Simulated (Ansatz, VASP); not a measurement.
RbBr in VASP and in Ansatz

Contents of POSCAR:

```
RbBr
1.0
    0.0000000000      3.4608260516      3.5473467028
    3.4608260516      0.0000000000      3.5473467028
    3.4608260516      3.4608260516      0.0000000000
Rb Br
1 1
Direct
    0.0000000000      0.0000000000      0.0000000000
    0.5000000000      0.5000000000      0.5000000000
```

INCAR.step1

```
SYSTEM = RbBr
  PREC = Accurate
  ENCUT = 520
  EDIFF = 1E-5
  ISMEAR = 0
  SIGMA = 0.01
  LREAL = .FALSE.
  LASPH = .TRUE.
  NELM = 80
  ALGO = Normal
  ISIF = 2
  LWAVE = .TRUE.
  LCHARG = .FALSE.
  NBANDS = 15
  GGA = PE
```

File INCAR.step2:

```
SYSTEM = RbBr
  PREC = Accurate
  ENCUT = 520
  EDIFF = 1E-6
  ISMEAR = 0
  SIGMA = 0.01
  LREAL = .FALSE.
  LASPH = .TRUE.
  NELM = 80
  ALGO = Normal
  ISIF = 2
  LWAVE = .FALSE.
  LCHARG = .FALSE.
  GGA = PE
  LHFCALC = .TRUE.
  HFSCREEN = 0.2079
  PRECFOCK = Normal
  NBANDS = 15
  ISTART = 1
```

KPOINTS

```
regular mesh
0
G
  4 4 4
  0 0 0
```

Input for Ansatz:

```yaml
crystal:
  lattice:
    - [0.0, 3.4608260516, 3.5473467028]
    - [3.4608260516, 0.0, 3.5473467028]
    - [3.4608260516, 3.4608260516, 0.0]
  atoms:
    - { symbol: Rb, position: [0.0, 0.0, 0.0] }
    - { symbol: Br, position: [0.5, 0.5, 0.5] }
kpoints:
  mp_grid: { grid: [4, 4, 4] }
  band_path:
    path:
      - [0.0, 0.0, 0.0]
      - [0.5, 0.0, 0.5]
      - [0.625, 0.25, 0.625]
      - [0.375, 0.375, 0.75]
      - [0.5, 0.5, 0.5]
      - [0.5, 0.25, 0.75]
    npoints: 1
hamiltonian:
  xc: hse06
scf:
  occupations: { method: fixed }
  n_extra_bands: 4
output:
  forces: true
  stress: true
  eigenvalues: true
```

Change from the starting cell: uniaxial_z strain +2.5%.

Alike in both runs: task single point; functional HSE06; k mesh 4 × 4 × 4; no spin polarisation.

|  | VASP | Ansatz |
| --- | --- | --- |
| version | VASP 6.6.1 | Ansatz 0.2.0 |
| potentials or method | VASP PAW PBE potentials, release 64 (Rb_sv, Br) | plane waves, PAW |
| plane-wave cutoff (eV) | 520 | 420 |
| occupations | gaussian, width 0.01 eV | fixed |
| valence electrons in the cell | 16 | 16 |

```tsv
	VASP	Ansatz	Ansatz less VASP
gap on the k mesh at the Fermi level (eV)	5.37	5.37	0.000
pressure (GPa)	0.0	0.0	0.00
traceless stress, the component that is largest in VASP (GPa)	-0.38	-0.38	+0.002
```

Ansatz's warnings: stress exchange threshold loose, stress scf threshold loose.
